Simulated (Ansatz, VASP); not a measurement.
# Ga: VASP beside Ansatz

```
CELL_PARAMETERS angstrom
1.37138 -3.99266 0.00000
1.37138 3.99266 0.00000
-0.11646 0.00000 3.30195
ATOMIC_POSITIONS crystal
Ga 0.86900 0.13100 0.25000
Ga 0.13100 0.86900 0.75000
```

Change from the starting cell: volume scaled by 0.975.

Alike in both runs: task single point; functional PBE; k mesh 14 × 14 × 11; occupations fermi-dirac, width 0.03 eV; no spin polarisation.

```csv
,VASP,Ansatz
version,VASP 6.6.1,Ansatz 0.2.0
potentials or method,"VASP PAW PBE potentials, release 64 (Ga_d), cutoff 520 eV","all-electron LAPW, scalar-relativistic"
```

```tsv
	VASP	Ansatz	Ansatz less VASP
pressure (GPa)	3.5	3.3	-0.16
traceless stress, the component that is largest in VASP (GPa)	-0.27	-0.25	+0.023
rms of the force components (eV/Å)	0.116	0.115	-0.0007
```

Atom by atom the forces differ by 0.001 eV/Å (rms over components). Ansatz ran all-electron here, and VASP with PAW potentials.
